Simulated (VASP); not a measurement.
**Ge: single point with PBE**

The system is Ge.

```xyz
2
Lattice="0.0000 2.8289 2.7440 2.8289 0.0000 2.7440 2.8289 2.8289 0.0000" Properties=species:S:1:pos:R:3 pbc="T T T"
Ge    0.0000    0.0000    0.0000
Ge    1.4145    1.4145    1.3720
```

* Program: VASP 6.6.1
* Task: single point
* Functional: PBE
* Potentials or basis: VASP PAW PBE potentials, release 64 (Ge_d)
* Cutoff: 500 eV
* k mesh: 6 × 6 × 6
* Occupations: gaussian, width 0.02 eV
* Spin: no spin polarisation
* Dipole correction: no
* Further INCAR settings: ALGO = Normal; EDIFF = 1e-06; NBANDS = 21

```json
{
 "Pressure": "5.8 GPa",
 "Band gap on the k mesh": "0.11 eV (least direct gap 0.15 eV)"
}
```

Stress tensor (GPa, compression positive):
```
5.10 0.00 0.00
0.00 5.10 0.00
0.00 0.00 7.26
```

Levels at points of the mesh, in eV from the valence-band top:
```tsv
k point	band 12	band 13	band 14	band 15	band 16	band 17
(0.00, 0.00, 0.00)	-0.23	-0.23	0.00	0.15	2.31	2.46
(0.50, 0.00, 0.00)	-7.90	-1.75	-1.47	0.11	3.51	3.72
(0.50, 0.50, 0.00)	-9.06	-3.48	-3.48	0.39	0.39	9.63
(0.50, 0.00, 0.50)	-9.21	-3.26	-3.26	0.64	0.64	9.55
```

Run time: 36 s on 1 thread of Intel Xeon 8259CL, with other jobs on the host, peak memory 0.17 GiB.

Caveat: the cell stands under pressure. A k mesh can miss the band edges.
